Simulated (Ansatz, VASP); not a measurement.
**KBr: VASP beside Ansatz**

```
CELL_PARAMETERS angstrom
3.92576 0.00000 0.00000
0.00000 3.92576 0.00000
0.00000 0.00000 7.85152
ATOMIC_POSITIONS crystal
K 0.00000 0.00000 0.00000
K 0.00000 0.00000 0.50000
Br 0.47091 0.50000 0.25000
Br 0.52909 0.50000 0.75000
```

Change from the starting cell: mode 4 frozen in at -0.111 Å, equal normal strain along x, y and z +0.0250.

Alike in both runs: task single point; functional LDA; k mesh 6 × 6 × 4; occupations gaussian, width 0.05 eV; no spin polarisation.

|  | VASP | Ansatz |
| --- | --- | --- |
| version | VASP 6.6.1 | Ansatz 0.2.0 |
| potentials or method | VASP PAW LDA potentials, release 64 (K_sv, Br), cutoff 520 eV | scalar-relativistic, plane waves, PAW |
| valence electrons in the cell | 32 | 32 |

|  | VASP | Ansatz | Ansatz less VASP |
| --- | --- | --- | --- |
| gap on the k mesh at the Fermi level (eV) | 3.76 | 3.75 | -0.010 |
| least direct gap on the mesh (eV) | 4.05 | 4.04 | -0.011 |
| pressure (GPa) | -1.4 | -1.4 | -0.06 |
| rms of the force components (eV/Å) | 0.027 | 0.026 | -0.0012 |

LDA's correlation is that of Perdew and Zunger in VASP and of Perdew and Wang (1992) in Ansatz. Atom by atom the forces differ by 0.001 eV/Å (rms over components).
